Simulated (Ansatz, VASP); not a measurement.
## One calculation of Sr, two programs

File INCAR:

```
ALGO = Normal
EDIFF = 1E-6
ENCUT = 520
ISIF = 2
ISMEAR = 0
LASPH = True
LCHARG = False
LREAL = False
LWAVE = False
NBANDS = 11
NELM = 80
PREC = Accurate
SIGMA = 0.05
```

File KPOINTS:

```
k-points
0
Gamma
  6 6 8
```

The input POSCAR:

```
Sr
1.0
   10.0675294262      0.0000000000      0.0000000000
   -5.0337647131      8.7187362364      0.0000000000
    0.0000000000      0.0000000000      5.2661562781
Sr
1
Direct
    0.0000000000      0.0000000000      0.0000000000
```

Input for Ansatz:

```yaml
crystal:
  lattice:
    - [10.0675294262, 0.0, 0.0]
    - [-5.0337647131, 8.7187362364, 0.0]
    - [0.0, 0.0, 5.2661562781]
  atoms:
    - { symbol: Sr, position: [0.0, 0.0, 0.0] }
basis:
  ecutwfc: 420
kpoints:
  mp_grid: { grid: [6, 6, 8] }
hamiltonian:
  xc: lda
scf:
  occupations: { method: gaussian, width: 0.05 }
output:
  forces: true
  stress: true
  eigenvalues: true
```

Alike in both runs: task single point; functional LDA; k mesh 6 × 6 × 8; occupations gaussian, width 0.05 eV; no spin polarisation.

```csv
,VASP,Ansatz
version,VASP 6.6.1,Ansatz 0.2.0
potentials or method,"VASP PAW LDA potentials, release 64 (Sr_sv), cutoff 520 eV","scalar-relativistic, plane waves, PAW"
valence electrons in the cell,10,10
```

|  | VASP | Ansatz | Ansatz less VASP |
| --- | --- | --- | --- |
| gap on the k mesh at the Fermi level (eV) | 0.83 | 0.83 | -0.002 |
| least direct gap on the mesh (eV) | 0.87 | 0.86 | -0.002 |
| pressure (GPa) | -0.1 | -0.1 | 0.00 |
| traceless stress, the component that is largest in VASP (GPa) | -0.18 | -0.18 | +0.001 |

LDA's correlation is that of Perdew and Zunger in VASP and of Perdew and Wang (1992) in Ansatz.
